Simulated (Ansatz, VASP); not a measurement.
## Ti in VASP and in Ansatz

The input INCAR:

```
SYSTEM = Ti
ALGO = Normal
EDIFF = 1E-7
EDIFFG = -0.005
ENCUT = 500
GGA = RE
GGA_COMPAT = .FALSE.
IBRION = 2
ISIF = 3
ISMEAR = -1
LASPH = .TRUE.
LCHARG = .FALSE.
LREAL = .FALSE.
LWAVE = .FALSE.
NELM = 120
NELMIN = 4
NSW = 80
PREC = Accurate
SIGMA = 0.05
```

File KPOINTS:

```
k-points
0
G
  10 10 6
  0 0 0
```

Contents of POSCAR:

```
Ti
1.0
    2.9500000000      0.0000000000      0.0000000000
   -1.4750000000      2.5547749412      0.0000000000
    0.0000000000      0.0000000000      4.6800000000
Ti
2
Direct
    0.6666666667      0.3333333333      0.7500000000
    0.3333333333      0.6666666667      0.2500000000
```

File input.yaml:

```yaml
crystal:
  lattice:
    - [2.95, 0.0, 0.0]
    - [-1.475, 2.5547749412, 0.0]
    - [0.0, 0.0, 4.68]
  atoms:
    - { symbol: Ti, position: [0.6666666667, 0.3333333333, 0.75] }
    - { symbol: Ti, position: [0.3333333333, 0.6666666667, 0.25] }
kpoints:
  mp_grid: { grid: [10, 10, 6] }
scf:
  occupations: { method: fermi_dirac, width: 0.05 }
hamiltonian:
  xc: revpbe
  pseudopotentials: { kind: all_electron, lapw: { basis_error: 0.001 } }
output:
  forces: true
  stress: true
relax:
  f_tol: 0.005
  max_steps: 60
  cell: {}
```

Alike in both runs: task relaxation of cell and atoms; functional revPBE; k mesh 10 × 10 × 6; occupations fermi-dirac, width 0.05 eV; no spin polarisation.

|  | VASP | Ansatz |
| --- | --- | --- |
| version | VASP 6.6.1 | Ansatz 0.2.0 |
| potentials or method | VASP PAW PBE potentials, release 64 (Ti_sv), cutoff 500 eV | all-electron LAPW, scalar-relativistic |

VASP gave:

| Property | Result |
| --- | --- |
| relaxed volume (Å³/atom) | 17.72 |
| relaxed cell length with the largest relative difference (Å) | 4.677 |

Estimate Ansatz's values.

relaxed volume (Å³/atom): 17.77; relaxed cell length with the largest relative difference (Å): 4.683.

VASP's potentials were made for PBE, not for revPBE. Ansatz ran all-electron here, and VASP with PAW potentials.
